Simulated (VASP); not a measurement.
# V3F (R-3m) in VASP: notebook, part 2 of 3

VASP 6.6.1. The steps go on from the part before.

### Step 3. Single point, PBE

This run uses another cell than the first one, of 13.16 Å³/atom, 1.002 times its volume.

File INCAR:

```
SYSTEM = V3F
PREC = Accurate
ENCUT = 520
EDIFF = 1E-6
ISMEAR = 0
SIGMA = 0.1
LREAL = .FALSE.
LASPH = .TRUE.
NELM = 60
ALGO = Normal
ISIF = 2
LWAVE = .FALSE.
LCHARG = .FALSE.
GGA = PE
NBANDS = 31
```

File KPOINTS:

```
regular mesh
0
G
  12 12 12
  0 0 0
```

File POSCAR:

```
V3F
1.0
    2.2934314086      1.3241132411      2.8885072196
   -2.2934314086      1.3241132411      2.8885072196
    0.0000000000     -2.6482264822      2.8885072195
V F
3 1
Direct
    0.2513583422      0.2513583422      0.2513583422
    0.7486416578      0.7486416578      0.7486416578
    0.5000000000      0.5000000000      0.5000000000
    0.0000000000      0.0000000000      0.0000000000
```

Potentials or basis: VASP PAW PBE potentials, release 64 (V_sv, F).

Launch:

```console
> cat potpaw_PBE.64/V_sv/POTCAR potpaw_PBE.64/F/POTCAR > POTCAR
> mpirun -np 1 vasp_std > vasp.out
```

Run time: 5.9 min. Hardware: 1 thread of Oxide Virtual Turin-like, shared host; peak memory 0.32 GiB.

The run converged. Its results:

```yaml
Free_energy: -27.8133 eV
Pressure: 0.5 GPa
Largest_force: 0.104 eV/Å
Band_gap_on_the_k_mesh: zero (band 23 reaches 8.24 eV, above the bottom of band 24 at 7.85 eV)
```

Forces on the atoms (eV/Å):
```
V    0.000  0.000 -0.104
V    0.000  0.000  0.104
V    0.000  0.000  0.000
F    0.000  0.000  0.000
```

Stress tensor (GPa, compression positive):
```
-0.05  0.00  0.00
 0.00 -0.05  0.00
 0.00  0.00  1.61
```

Levels at points of the mesh, in eV from the Fermi level:
| k point | band 19 | band 20 | band 21 | band 22 | band 23 | band 24 | band 25 | band 26 | band 27 | band 28 |
| --- | --- | --- | --- | --- | --- | --- | --- | --- | --- | --- |
| (0.00, 0.00, 0.00) | -2.24 | -0.91 | -0.24 | -0.24 | -0.17 | -0.17 | 1.39 | 1.44 | 1.44 | 2.30 |
| (0.50, 0.00, 0.00) | -1.18 | -0.96 | -0.77 | -0.53 | -0.32 | 0.10 | 0.32 | 0.47 | 0.82 | 1.38 |
| (0.50, 0.50, 0.00) | -1.06 | -0.77 | -0.72 | -0.68 | -0.59 | 0.85 | 0.91 | 1.34 | 1.93 | 2.29 |
| (0.50, 0.50, 0.50) | -0.79 | -0.69 | -0.69 | -0.14 | -0.09 | 0.19 | 0.19 | 0.85 | 0.85 | 1.77 |

Caveat: the run has no spin polarisation, though such a crystal can be magnetic. With open d or f shells a metallic result of PBE can be an artefact of self-interaction; +U or a hybrid may open a gap.

### Step 4. Single point, PBE

This run uses another cell than the first one, of 13.16 Å³/atom, 1.002 times its volume.

File INCAR:

```
  PREC = Accurate
  ENCUT = 520
  EDIFF = 1E-6
  ISMEAR = 0
  SIGMA = 0.1
  LREAL = False
  LASPH = True
  NELM = 100
  ALGO = Normal
  ISIF = 2
  LWAVE = False
  LCHARG = True
  GGA = PE
  LELF = True
  LVHAR = True
  NBANDS = 31
```

File KPOINTS:

```
regular mesh
0
Gamma
  12 12 12
```

POSCAR is that of step 3.

Potentials or basis: VASP PAW PBE potentials, release 64 (V_sv, F).

Launch:

```console
> cat potpaw_PBE.64/V_sv/POTCAR potpaw_PBE.64/F/POTCAR > POTCAR
> mpirun -np 1 vasp_std > vasp.out
```

OUTCAR:

```text
PREC = Accurate
   ENCUT = 520
   EDIFF = 1E-6
   ISMEAR = 0
   LREAL = False
   LASPH = True
   NELM = 100
   ISIF = 2
   GGA = PE

 ion  position               nearest neighbor table
   1  0.251  0.251  0.251-   3 2.15   4 2.18   3 2.75   3 2.75   3 2.75
   2  0.749  0.749  0.749-   3 2.15   4 2.18   3 2.75   3 2.75   3 2.75
   3  0.500  0.500  0.500-   1 2.15   2 2.15   1 2.75   2 2.75   1 2.75   1 2.75   2 2.75   2 2.75

   4  0.000  0.000  0.000-   1 2.18   2 2.18

  LATTYP: Found a trigonal (rhomboedric) cell.
 ALAT       =     3.9187469246
 COS(alpha) =     0.3149739725

  Lattice vectors:

 A1 = (   2.2934314086,   1.3241132411,   2.8885072196)
 A2 = (  -2.2934314086,   1.3241132411,   2.8885072196)
 A3 = (   0.0000000000,  -2.6482264822,   2.8885072195)

Analysis of symmetry for initial positions (statically):
=====================================================================
 Subroutine PRICEL returns:
 Original cell was already a primitive cell.

 Routine SETGRP: Setting up the symmetry group for a
 trigonal (rhombohedral) supercell.

 Subroutine GETGRP returns: Found 12 space group operations
 (whereof 12 operations were pure point group operations)
 out of a pool of 12 trial point group operations.

The static configuration has the point symmetry D_3d.

Analysis of symmetry for dynamics (positions and initial velocities):
=====================================================================
 Subroutine PRICEL returns:
 Original cell was already a primitive cell.

 Routine SETGRP: Setting up the symmetry group for a
 trigonal (rhombohedral) supercell.

 Subroutine GETGRP returns: Found 12 space group operations
 (whereof 12 operations were pure point group operations)
 out of a pool of 12 trial point group operations.

The dynamic configuration has the point symmetry D_3d.

[... 112 lines left out ...]
   PSTRESS=    0.0 pullay stress
   NELECT =      46.0000    total number of electrons
   NUPDOWN=      -1.0000    fix difference up-down
   EMIN   =  10.00;   EMAX   =-10.00  energy-range for DOS
   EFERMI =   0.00;   METHOD = LEGACY
   ISMEAR =     0;   SIGMA  =   0.10  broadening in eV -4-tet -1-fermi 0-gaus
   EFERMI_NEDOS =   21; number of points for ismear=-14 and -15
   IALGO  =     38    algorithm
   IMIX   =      4    mixing-type and parameters
     AMIX     =   0.40;   BMIX     =  1.00
     AMIX_MAG =   1.60;   BMIX_MAG =  1.00
  volume/ion in A,a.u.               =      13.16        88.79
  Fermi-wavevector in a.u.,A,eV,Ry     =   1.565245  2.957884 33.334151  2.449991
  Thomas-Fermi vector in A             =   2.667749
   LORBIT       =      0    0 simple, 1 ext, 2 COOP (PROOUT), +10 PAW based schemes
   GGA     = PE    functional components
   LHFCALC =     F    Hartree Fock is set to
   AEXX    =    0.0000 exact exchange contribution
   IVDW    =     0    specifies the selected vdW correction
   LEPSILON=     F    determine dielectric tensor
   LRPA    =     F    only Hartree local field effects (RPA)
 non-spin polarized calculation
 Gauss-broadening in eV      SIGMA  =   0.10
  energy-cutoff  :      520.00
  volume of cell :       52.63
 maximum number of plane-waves:      1445
 NGX is ok and might be reduce to    30
   NGX = 15   NGY = 15   NGZ = 15

 number of electron      45.9999985 magnetization

 Free energy of the ion-electron system (eV)
  ---------------------------------------------------
  ext. energy  EPLUGINS =         0.00000000
  ---------------------------------------------------
  free energy    TOTEN  =       -27.81330625 eV

  energy without entropy =      -27.79285097  energy(sigma->0) =      -27.80307861

 E-fermi :   8.0577     XC(G=0): -12.0947

 val. band max:        8.0575987616   @ k =   0.5000   0.5000   0.3333
 cond. band min:       8.0577786458   @ k =  -0.2500   0.0833   0.0833
 fundamental gap:      0.0001798842
 Fermi energy:         8.0577207690

 k-point     1 :       0.0000    0.0000    0.0000
  band No.  band energies     occupation
      1     -55.9455      2.00000
      2     -55.8376      2.00000
      3     -55.0152      2.00000
      4     -30.2856      2.00000
      5     -29.8217      2.00000
      6     -29.8217      2.00000
[... 805 lines left out ...]
     30      10.7870      0.00000
     31      11.3456      0.00000

 [... further k-points ...]
[... 5 lines left out ...]
  --------------------------------------------------------------------------------------
  -------------------------------------------------------------------------------------
  Total       -0.0164981     -0.0164981      0.5279763      0.0000000     -0.0000000      0.0000000
  in kB       -0.5022362     -0.5022362     16.0727212      0.0000000     -0.0000000      0.0000000
  external PRESSURE =       5.0227496 kB  Pullay stress =       0.0000000 kB

 VOLUME and BASIS-vectors are now :
 -----------------------------------------------------------------------------
  energy-cutoff  :      520.00
  volume of cell :       52.63
      direct lattice vectors                 reciprocal lattice vectors
     2.293431409  1.324113241  2.888507220     0.218013932  0.125870403  0.115399862
    -2.293431409  1.324113241  2.888507220    -0.218013932  0.125870403  0.115399862
     0.000000000 -2.648226482  2.888507220     0.000000000 -0.251740805  0.115399862

 POSITION                                       TOTAL-FORCE (eV/Angst)
 -----------------------------------------------------------------------------------
      0.00000      0.00000      2.17815        -0.000000      0.000000     -0.103519
      0.00000      0.00000      6.48737        -0.000000      0.000000      0.103519
      0.00000      0.00000      4.33276         0.000000     -0.000000     -0.000000
      0.00000      0.00000      0.00000        -0.000000     -0.000000      0.000000
 -----------------------------------------------------------------------------------
    total drift:                               -0.000000     -0.000000      0.000000

  FREE ENERGIE OF THE ION-ELECTRON SYSTEM (eV)
  ---------------------------------------------------
  free  energy   TOTEN  =       -27.8133062489 eV

  energy  without entropy=      -27.7928509724  energy(sigma->0) =      -27.80307861
```

OSZICAR:

```text
N       E                     dE             d eps       ncg     rms          rms(c)
DAV:   1     0.648236207938E+03    0.64824E+03   -0.27345E+04 11734   0.169E+03
DAV:   2     0.764983472629E+01   -0.64059E+03   -0.61914E+03 12082   0.555E+02
DAV:   3    -0.306879822103E+02   -0.38338E+02   -0.36807E+02 16391   0.141E+02
DAV:   4    -0.315500294563E+02   -0.86205E+00   -0.85734E+00 12820   0.186E+01
DAV:   5    -0.315604895376E+02   -0.10460E-01   -0.10453E-01 13547   0.244E+00    0.275E+01
DAV:   6    -0.358127541789E+02   -0.42523E+01   -0.77748E+01 15516   0.731E+01    0.266E+01
DAV:   7    -0.283267089490E+02    0.74860E+01   -0.41064E+01 15505   0.421E+01    0.101E+01
DAV:   8    -0.281535899649E+02    0.17312E+00   -0.10325E+01 14930   0.226E+01    0.767E+00
DAV:   9    -0.278169301033E+02    0.33666E+00   -0.12095E+00 15354   0.837E+00    0.154E+00
DAV:  10    -0.278185409938E+02   -0.16109E-02   -0.16073E-01 15393   0.257E+00    0.860E-01
DAV:  11    -0.278137563344E+02    0.47847E-02   -0.47006E-02 16286   0.185E+00    0.238E-01
DAV:  12    -0.278137071592E+02    0.49175E-04   -0.20034E-03 12375   0.364E-01    0.240E-01
DAV:  13    -0.278133186633E+02    0.38850E-03   -0.15288E-03 15082   0.278E-01    0.451E-02
DAV:  14    -0.278133113765E+02    0.72868E-05   -0.19719E-04 14082   0.103E-01    0.247E-02
DAV:  15    -0.278133070035E+02    0.43730E-05   -0.11389E-05 13471   0.301E-02    0.770E-03
DAV:  16    -0.278133062489E+02    0.75450E-06   -0.62082E-07  7632   0.671E-03
   1 F= -.27813306E+02 E0= -.27803079E+02  d E =-.204553E-01
```

Wall time 6.8 min (1 thread of Oxide Virtual Turin-like, shared host); peak memory 0.31 GiB.

What came out:

| Item | Value |
| --- | --- |
| Free energy | -27.8133 eV |
| Pressure | 0.5 GPa |
| Largest force | 0.104 eV/Å |
| Band gap on the k mesh | zero (band 23 reaches 8.24 eV, above the bottom of band 24 at 7.85 eV) |

Forces in eV/Å, atoms in the order of the input:
```
V    0.000  0.000 -0.104
V    0.000  0.000  0.104
V    0.000  0.000  0.000
F    0.000  0.000  0.000
```

Caveat: the run has no spin polarisation, though such a crystal can be magnetic. With open d or f shells a metallic result of PBE can be an artefact of self-interaction; +U or a hybrid may open a gap.

(Continued in part 3 of 3.)
